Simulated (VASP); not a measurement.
Crystal: K2GaCl6.

```
K Ga Cl
1.0
     0.03483    5.13144    5.17321
     4.82125    0.00409    5.20395
     4.84467    5.18560   -0.01933
K Ga Cl
2 1 6
Direct
  0.27144 0.23453 0.25389
  0.73188 0.75999 0.73364
  0.99305 0.98718 0.99901
  0.73685 0.25105 0.24310
  0.24694 0.74348 0.23824
  0.28082 0.73363 0.76482
  0.78852 0.21995 0.76925
  0.22254 0.25120 0.77946
  0.74293 0.75789 0.24998
```

* Program: VASP 6.6.1
* Task: relaxation of cell and atoms
* Functional: PBEsol
* Potentials or basis: VASP PAW PBE potentials, release 64 (K_sv, Ga_d, Cl)
* Cutoff: 600 eV
* k mesh: 3 × 3 × 3
* Occupations: fermi-dirac, width 0.1 eV
* Spin: no spin polarisation

At the start: pressure -2.7 GPa; volume 28.68 Å³/atom.

Q: How do energy, volume and symmetry change on relaxing?

A: Over 27 steps the energy falls by 56.0 meV/atom and the volume is 25.12 Å³/atom (-12.4 %); space group P1 (No. 1, to 0.1 Å) before, P-1 (No. 2, to 0.1 Å).

The path:
```tsv
step	energy change (eV)	largest force (eV/Å)	pressure (GPa)	volume (Å³)
1	0.0000	0.9209	-2.66	258.14
2	-0.3260	0.6254	-0.68	240.76
3	-0.3539	0.7386	0.33	234.64
4	-0.4148	0.2932	0.12	233.53
5	-0.4316	0.3619	0.03	232.46
6	-0.4521	0.2080	-0.26	232.40
7	-0.4611	0.1649	-0.59	232.31
8	-0.4749	0.1419	-0.16	228.82
9	-0.4768	0.1769	0.07	227.03
10	-0.4824	0.1160	0.06	226.48
11	-0.4862	0.1596	0.08	225.03
12	-0.4866	0.1148	0.08	225.36
13	-0.4903	0.1096	-0.03	225.63
14	-0.4929	0.1014	-0.20	226.08
15	-0.4956	0.0718	-0.07	225.41
16	-0.4967	0.0880	0.10	224.66
17	-0.4979	0.0560	0.07	224.89
18	-0.4990	0.0535	0.03	225.31
19	-0.4982	0.1305	-0.03	226.14
20	-0.4992	0.0658	0.01	225.56
21	-0.5001	0.0517	-0.01	225.84
22	-0.5012	0.0471	-0.07	226.63
23	-0.5019	0.0554	0.05	226.04
24	-0.5019	0.0586	0.08	225.96
25	-0.5025	0.0484	0.03	226.01
26	-0.5031	0.0528	-0.01	226.11
27	-0.5037	0.0267	-0.03	226.05
```

Final structure:
```yaml
crystal:
  lattice:
    - [-0.01589, 4.87370, 4.86444]
    - [4.74176, 0.02595, 4.82133]
    - [4.80487, 4.88627, -0.02908]
  atoms:
    - { symbol: K, position: [0.25160, 0.24034, 0.25529] }
    - { symbol: K, position: [0.75214, 0.74453, 0.75381] }
    - { symbol: Ga, position: [0.00165, 0.99329, 0.00295] }
    - { symbol: Cl, position: [0.74907, 0.24139, 0.24541] }
    - { symbol: Cl, position: [0.23620, 0.75508, 0.25103] }
    - { symbol: Cl, position: [0.25438, 0.74617, 0.76044] }
    - { symbol: Cl, position: [0.76660, 0.23246, 0.75605] }
    - { symbol: Cl, position: [0.23986, 0.23770, 0.76778] }
    - { symbol: Cl, position: [0.76346, 0.74793, 0.23862] }
```

Caveat: the k points lie up to 0.38 Å⁻¹ apart in the final cell, too coarse for converged energies and pressures of a metal; the PAW data sets were made with another functional, which shifts forces and pressure a little; an odd number of electrons without spin polarisation forces a metal; a magnetic or distorted state may lie lower.
